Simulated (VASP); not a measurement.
# SnO2 (P4_2/mnm) in VASP: a series of runs, part 2 of 2

VASP 6.6.1. Earlier steps stand in the parts before.

## (3) Single point, r2SCAN

Contents of POSCAR:

```
SnO2
1.0
    4.7604949050      0.0000000000      0.0000000000
    0.0000000000      4.7604949050      0.0000000000
    0.0000000000      0.0000000000      3.2001628095
Sn O
2 4
Direct
    0.0000000000      0.0000000000      0.0000000000
    0.5000000000      0.5000000000      0.5000000000
    0.3058809151      0.3058809151      0.0000000000
    0.1941190849      0.8058809151      0.5000000000
    0.6941190849      0.6941190849      0.0000000000
    0.8058809151      0.1941190849      0.5000000000
```

Contents of INCAR.step1:

```
SYSTEM = SnO2
ALGO = Normal
EDIFF = 1E-4
ENCUT = 520
GGA = PE
ISMEAR = 0
LASPH = .True.
LCHARG = .False.
LREAL = .False.
LWAVE = .True.
NBANDS = 35
NELM = 80
PREC = Accurate
SIGMA = 0.01
```

Contents of INCAR.step2:

```
SYSTEM = SnO2
ALGO = Normal
EDIFF = 1E-7
ENCUT = 520
ISIF = 2
ISMEAR = 0
ISTART = 1
LASPH = .True.
LCHARG = .False.
LMIXTAU = .True.
LREAL = .False.
LWAVE = .False.
METAGGA = R2SCAN
NBANDS = 35
NELM = 80
PREC = Accurate
SIGMA = 0.01
```

Contents of KPOINTS:

```
k-points
0
Gamma
  6 6 8
  0 0 0
```

Potentials or basis: VASP PAW PBE potentials, release 64 (Sn_d, O).

On the command line:

```sh
$ cat potpaw_PBE.64/Sn_d/POTCAR potpaw_PBE.64/O/POTCAR > POTCAR
$ cp INCAR.step1 INCAR
$ mpirun -np 1 vasp_std > vasp.out
$ cp INCAR.step2 INCAR
$ mpirun -np 1 vasp_std > vasp.out
```

OUTCAR:

```text
SYSTEM = SnO2
   EDIFF = 1E-7
   ENCUT = 520
   ISIF = 2
   ISMEAR = 0
   ISTART = 1
   LASPH = .True.
   LREAL = .False.
   METAGGA = R2SCAN
   NELM = 80
   PREC = Accurate

 ion  position               nearest neighbor table
   1  0.000  0.000  0.000-   3 2.06   5 2.06   4 2.07   6 2.07   4 2.07   6 2.07   2 3.73   2 3.73
                             2 3.73   2 3.73   2 3.73   2 3.73   2 3.73   2 3.73
   2  0.500  0.500  0.500-   4 2.06   6 2.06   5 2.07   3 2.07   3 2.07   5 2.07   1 3.73   1 3.73
                             1 3.73   1 3.73   1 3.73   1 3.73   1 3.73   1 3.73
   3  0.306  0.306  0.000-   1 2.06   2 2.07   2 2.07
   4  0.194  0.806  0.500-   2 2.06   1 2.07   1 2.07
   5  0.694  0.694  0.000-   1 2.06   2 2.07   2 2.07
   6  0.806  0.194  0.500-   2 2.06   1 2.07   1 2.07

  LATTYP: Found a simple tetragonal cell.
 ALAT       =     4.7604949050
 C/A-ratio  =     0.6722332181

  Lattice vectors:

 A1 = (   4.7604949050,   0.0000000000,   0.0000000000)
 A2 = (   0.0000000000,   4.7604949050,   0.0000000000)
 A3 = (   0.0000000000,   0.0000000000,   3.2001628095)

Analysis of symmetry for initial positions (statically):
=====================================================================
 Subroutine PRICEL returns:
 Original cell was already a primitive cell.

 Routine SETGRP: Setting up the symmetry group for a
 simple tetragonal supercell.

 Subroutine GETGRP returns: Found 16 space group operations
 (whereof  8 operations were pure point group operations)
 out of a pool of 16 trial point group operations.

The static configuration has the point symmetry D_2h.
 The point group associated with its full space group is D_4h.

Analysis of symmetry for dynamics (positions and initial velocities):
=====================================================================
 Subroutine PRICEL returns:
 Original cell was already a primitive cell.

 Routine SETGRP: Setting up the symmetry group for a
 simple tetragonal supercell.

 Subroutine GETGRP returns: Found 16 space group operations
 (whereof  8 operations were pure point group operations)
 out of a pool of 16 trial point group operations.

The dynamic configuration has the point symmetry D_2h.
 The point group associated with its full space group is D_4h.

 Subroutine INISYM returns: Found 16 space group operations
 (whereof  8 operations are pure point group operations),
 and found     1 'primitive' translations

----------------------------------------------------------------------------------------

                                     Primitive cell

  volume of cell :      72.5231

  direct lattice vectors                    reciprocal lattice vectors
     4.760494905  0.000000000  0.000000000     0.210062193  0.000000000  0.000000000
     0.000000000  4.760494905  0.000000000     0.000000000  0.210062193  0.000000000
     0.000000000  0.000000000  3.200162810     0.000000000  0.000000000  0.312484101

  length of vectors
     4.760494905  4.760494905  3.200162810     0.210062193  0.210062193  0.312484101

  position of ions in fractional coordinates (direct lattice)
     0.000000000  0.000000000  0.000000000
     0.500000000  0.500000000  0.500000000
     0.305880915  0.305880915  0.000000000
     0.194119085  0.805880915  0.500000000
[... 42 lines left out ...]
  0.333333  0.000000  0.000000      4.000000
  0.500000  0.000000  0.000000      2.000000
  0.166667  0.166667  0.000000      4.000000
  0.333333  0.166667  0.000000      8.000000
[... 16 lines left out ...]
  0.333333  0.000000  0.250000      8.000000
  0.500000  0.000000  0.250000      4.000000
 [... further k-points ...]
   k-points           NKPTS =     50   k-points in BZ     NKDIM =     50   number of bands    NBANDS=     35
   number of dos      NEDOS =    301   number of ions     NIONS =      6
   total plane-waves  NPLWV =  31104
   dimension x,y,z NGX =    36 NGY =   36 NGZ =   24
   dimension x,y,z NGXF=    72 NGYF=   72 NGZF=   48
   ions per type =               2   4
   NGX,Y,Z   is equivalent  to a cutoff of  12.57, 12.57, 12.47 a.u.
   NGXF,Y,Z  is equivalent  to a cutoff of  25.14, 25.14, 24.94 a.u.
 SYSTEM =  SnO2
   PREC   = accura    normal or accurate (medium, high low for compatibility)
   ISTART =      1    job   : 0-new  1-cont  2-samecut
   ICHARG =      0    charge: 1-file 2-atom 10-const
   ISPIN  =      1    spin polarized calculation?
   LNONCOLLINEAR =      F non collinear calculations
   LSORBIT =      F    spin-orbit coupling
   LASPH  =      T    aspherical Exc in radial PAW
   ENCUT  =  520.0 eV  38.22 Ry    6.18 a.u.   8.85  8.85  5.95*2*pi/ulx,y,z
   NELM   =     80;   NELMIN=  2; NELMDL=  0     # of ELM steps
   EDIFF  = 0.1E-06   stopping-criterion for ELM
   LREAL  =      F    real-space projection
   EDIFFG = 0.1E-05   stopping-criterion for IOM
   NSW    =      0    number of steps for IOM
   IBRION =     -1    ionic relax: 0-MD 1-quasi-New 2-CG
   NFREE  =      0    steps in history (QN), initial steepest desc. (CG)
   ISIF   =      2    stress and relaxation
   ISYM   =      2    0-nonsym 1-usesym 2-fastsym
   POTIM  = 0.5000    time-step for ionic-motion
   TEBEG  =    0.0;   TEEND  =   0.0 temperature during run
   PSTRESS=    0.0 pullay stress
   NELECT =      52.0000    total number of electrons
   NUPDOWN=      -1.0000    fix difference up-down
   EMIN   =  10.00;   EMAX   =-10.00  energy-range for DOS
   EFERMI =   0.00;   METHOD = LEGACY
   ISMEAR =     0;   SIGMA  =   0.01  broadening in eV -4-tet -1-fermi 0-gaus
   EFERMI_NEDOS =   21; number of points for ismear=-14 and -15
   IALGO  =     38    algorithm
   IMIX   =      4    mixing-type and parameters
     AMIX     =   0.40;   BMIX     =  1.00
     AMIX_MAG =   1.60;   BMIX_MAG =  1.00
  volume/ion in A,a.u.               =      12.09        81.57
  Fermi-wavevector in a.u.,A,eV,Ry     =   1.465268  2.768956 29.211865  2.147011
  Thomas-Fermi vector in A             =   2.581146
   LORBIT       =      0    0 simple, 1 ext, 2 COOP (PROOUT), +10 PAW based schemes
   METAGGA = R2SCAN    functional components
   LHFCALC =     F    Hartree Fock is set to
   AEXX    =    0.0000 exact exchange contribution
   IVDW    =     0    specifies the selected vdW correction
   LEPSILON=     F    determine dielectric tensor
   LRPA    =     F    only Hartree local field effects (RPA)
 non-spin polarized calculation
 Gauss-broadening in eV      SIGMA  =   0.01
  energy-cutoff  :      520.00
  volume of cell :       72.52
 maximum number of plane-waves:      1992
 NGX is ok and might be reduce to    36
   NGX = 17   NGY = 17   NGZ = 11

 number of electron      52.0000003 magnetization

 Free energy of the ion-electron system (eV)
  ---------------------------------------------------
  ext. energy  EPLUGINS =         0.00000000
  ---------------------------------------------------
  free energy    TOTEN  =       -84.62955874 eV

  energy without entropy =      -84.62955874  energy(sigma->0) =      -84.62955874

 E-fermi :   5.6130     XC(G=0): -11.9691

 val. band max:        5.5569490220   @ k =   0.0000   0.0000   0.0000
 cond. band min:       7.3509323675   @ k =   0.0000   0.0000   0.0000
 fundamental gap:      1.7939833456
 Fermi energy:         5.6129864711

 k-point     1 :       0.0000    0.0000    0.0000
  band No.  band energies     occupation
      1     -16.1806      2.00000
      2     -15.2676      2.00000
      3     -14.9672      2.00000
      4     -14.9672      2.00000
      5     -14.9449      2.00000
      6     -14.9060      2.00000
[... 901 lines left out ...]
     34      18.8051      0.00000
     35      19.0986      0.00000

 [... further k-points ...]

------------------------ aborting loop because EDIFF is reached ----------------------------------------

  FORCE on cell =-STRESS in cart. coord.  units (eV):
  Direction    XX          YY          ZZ          XY          YZ          ZX
  --------------------------------------------------------------------------------------
  -------------------------------------------------------------------------------------
  Total        0.4088649      0.4088649      0.6668230     -0.0000000      0.0000000      0.0000000
  in kB        9.0326284      9.0326284     14.7314284     -0.0000000      0.0000000      0.0000000
  external PRESSURE =      10.9322284 kB  Pullay stress =       0.0000000 kB

 VOLUME and BASIS-vectors are now :
 -----------------------------------------------------------------------------
  energy-cutoff  :      520.00
  volume of cell :       72.52
      direct lattice vectors                 reciprocal lattice vectors
     4.760494905  0.000000000  0.000000000     0.210062193  0.000000000  0.000000000
     0.000000000  4.760494905  0.000000000     0.000000000  0.210062193  0.000000000
     0.000000000  0.000000000  3.200162810     0.000000000  0.000000000  0.312484101

 POSITION                                       TOTAL-FORCE (eV/Angst)
 -----------------------------------------------------------------------------------
      0.00000      0.00000      0.00000         0.000000      0.000000      0.000000
      2.38025      2.38025      1.60008         0.000000      0.000000      0.000000
      1.45614      1.45614      0.00000        -0.017031     -0.017031     -0.000000
      0.92410      3.83639      1.60008         0.017031     -0.017031     -0.000000
      3.30435      3.30435      0.00000         0.017031      0.017031      0.000000
      3.83639      0.92410      1.60008        -0.017031      0.017031      0.000000
 -----------------------------------------------------------------------------------
    total drift:                                0.000000      0.000000      0.000000

  FREE ENERGIE OF THE ION-ELECTRON SYSTEM (eV)
  ---------------------------------------------------
  free  energy   TOTEN  =       -84.6295587431 eV

  energy  without entropy=      -84.6295587431  energy(sigma->0) =      -84.62955874
```

It took 4.3 min on 1 thread of Intel Xeon Platinum 8488C (Sapphire Rapids), shared host; peak memory 0.24 GiB.

Results:

```
Free energy            : -84.6296 eV
Pressure               : 1.1 GPa
Largest force          : 0.024 eV/Å
Band gap on the k mesh : 1.79 eV
```

Forces on the atoms (eV/Å):
```
Sn   0.000  0.000  0.000
Sn   0.000  0.000  0.000
O   -0.017 -0.017  0.000
O    0.017 -0.017  0.000
O    0.017  0.017  0.000
O   -0.017  0.017  0.000
```

Levels at points of the mesh, in eV from the valence-band top:
| k point | band 23 | band 24 | band 25 | band 26 | band 27 | band 28 | band 29 | band 30 |
| --- | --- | --- | --- | --- | --- | --- | --- | --- |
| (0.00, 0.00, 0.00) | -1.22 | -0.78 | -0.78 | 0.00 | 1.79 | 6.82 | 7.05 | 7.05 |
| (0.50, 0.00, 0.00) | -1.17 | -1.17 | -0.62 | -0.62 | 5.00 | 5.00 | 7.81 | 7.81 |
| (0.50, 0.50, 0.00) | -1.30 | -1.30 | -0.92 | -0.92 | 5.45 | 5.45 | 8.22 | 8.22 |
| (0.00, 0.00, 0.50) | -1.67 | -1.67 | -1.27 | -1.27 | 6.87 | 6.87 | 10.53 | 10.53 |
| (0.50, 0.00, 0.50) | -1.11 | -1.11 | -0.69 | -0.69 | 7.15 | 7.15 | 8.85 | 8.85 |
| (0.50, 0.50, 0.50) | -0.96 | -0.96 | -0.85 | -0.85 | 5.52 | 5.52 | 9.65 | 9.65 |

Caveat: the PAW data sets were made with another functional, which shifts forces and pressure a little; spin-orbit coupling is left out, which moves the levels of the heavy elements. r2SCAN opens gaps a little over a GGA but as a rule still falls short of measured ones.
